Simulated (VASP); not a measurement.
The system is SrCl2.

```xyz
3
Lattice="0.0000 3.4884 3.4884 3.4884 0.0000 3.4884 3.4884 3.4884 0.0000" Properties=species:S:1:pos:R:3 pbc="T T T"
Sr    0.0000    0.0000    0.0000
Cl    5.2325    5.2325    5.2325
Cl    1.7442    1.7442    1.7442
```

Base run:

```yaml
Program: VASP 6.6.1
Functional: PBE
Potentials_or_basis: VASP PAW PBE potentials, release 64 (Sr_sv, Cl)
Cutoff: 520 eV
k_mesh: 4 × 4 × 4
Occupations: fermi-dirac, width 0.03 eV
Spin: no spin polarisation
```

Its results: band gap on the k mesh 5.34 eV (least direct gap 5.51 eV); pressure 1.1 GPa.

Question: The run is repeated on the same cell with these changes: functional from PBE to PBE0; occupations from fermi-dirac, width 0.03 eV to fermi-dirac, width 0.05 eV. What comes out?

Answer: Band gap on the k mesh 7.35 eV (least direct gap 7.57 eV); pressure 0.4 GPa.

Caveats: the PAW data sets were made with another functional, which shifts forces and pressure a little (at least some runs).

A k mesh can miss the band edges.
